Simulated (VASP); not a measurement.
Runs of VASP 6.6.1 on InSb3. The structure is that of space group Pm-3m (No. 221), or close to it. The cells are those of the table. 

| cell | gap on the mesh (eV) | pressure (GPa) |
| --- | --- | --- |
| a = 4.776 Å, 4 atoms | none | (b) |
| a = 4.729 Å, angles 91.3°, 4 atoms | none | 0.1 |
| a = 4.587 Å, angles 91.4°, 4 atoms | none | 6.9 |
| a = 4.728 Å, 4 atoms | none | 0.0 |
| a = 4.729 Å, angles 88.7°, 4 atoms | none | 0.1 |
| a = 4.681 Å, 4 atoms | none | 2.0 |
| a = 4.587 Å, angles 88.6°, 4 atoms | none | 6.9 |
| a = 4.776 Å, angles 91.3°, 4 atoms | none | -1.6 |
| a = 4.776 Å, angles 88.7°, 4 atoms | none | -1.6 |
| a = 4.823 Å, 4 atoms | none | (a) |
| a = 4.587 Å, 4 atoms | none | 6.8 |
| a = 4.682 Å, angles 88.6°, 4 atoms | none | 2.1 |

Alike in all rows: task single point; level PBEsol; potentials or basis VASP PAW PBE potentials, release 64 (In_d, Sb); no spin polarisation; k mesh 8 × 8 × 8; cutoff (eV) 520; smearing gaussian 0.15 eV.

Estimate the missing entries.

(a) -3.1; (b) -1.7.

Caveats: the PAW data sets were made with another functional, which shifts forces and pressure a little; spin-orbit coupling is left out, which moves the levels of the heavy elements; the cell stands under pressure (at least some runs); the cell stands under tension (at least some runs).

A k mesh can miss the band edges, and the runs leave out spin-orbit coupling on In, Sb.

A gap of «none» marks levels without a gap at the run's occupations.
